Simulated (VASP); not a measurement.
Input of a VASP 6.6.1 run:

Contents of INCAR:

```
PREC = Accurate ; ENCUT = 520
EDIFF = 1E-6 ; ISMEAR = 0
SIGMA = 0.1 ; LREAL = False
LASPH = True ; NELM = 100
ALGO = Normal ; ISIF = 2
LWAVE = False ; LCHARG = False
GGA = PE ; NBANDS = 31
```

The input KPOINTS:

```
regular mesh
0
Gamma
  4 4 1
```

Contents of POSCAR:

```
Al3GaAs4
1.0
    4.0760956499      0.0000923131     -0.0001174998
    0.0000595490      4.0723325581     -0.0007340443
   -0.0003904654     -0.0037106426     11.3382031366
Al Ga As
3 1 4
Direct
   -0.0000591330     -0.0000198333      0.7497330047
    0.0000724184      0.0000371017      0.2503202498
    0.4999375731      0.5001206085      0.4999782292
    0.4999772742      0.5002004213      0.9999996696
    0.5000126344      0.0000096296      0.8739297598
    0.0000198194      0.4999119835      0.1260938709
    0.5000327641     -0.0000668819      0.3750652765
    1.0000066495      0.4998069707      0.6248799396
```

Potentials or basis: VASP PAW PBE potentials, release 64 (Al, Ga_d, As).

Run with:

```sh
$ cat potpaw_PBE.64/Al/POTCAR potpaw_PBE.64/Ga_d/POTCAR potpaw_PBE.64/As/POTCAR > POTCAR
$ mpirun -np 1 vasp_std > vasp.out
```

Predict the pressure.

0.2 GPa.

Predict the band gap on the k mesh.

1.23 eV.

What does it give for the largest force?

0.015 eV/Å.

Stress tensor (GPa, compression positive):
```
0.22 0.00 0.00
0.00 0.35 0.02
0.00 0.02 0.14
```

Caveat: the k points lie up to 0.55 Å⁻¹ apart; an odd mesh through Γ misses points on the zone boundary, where band edges can lie.
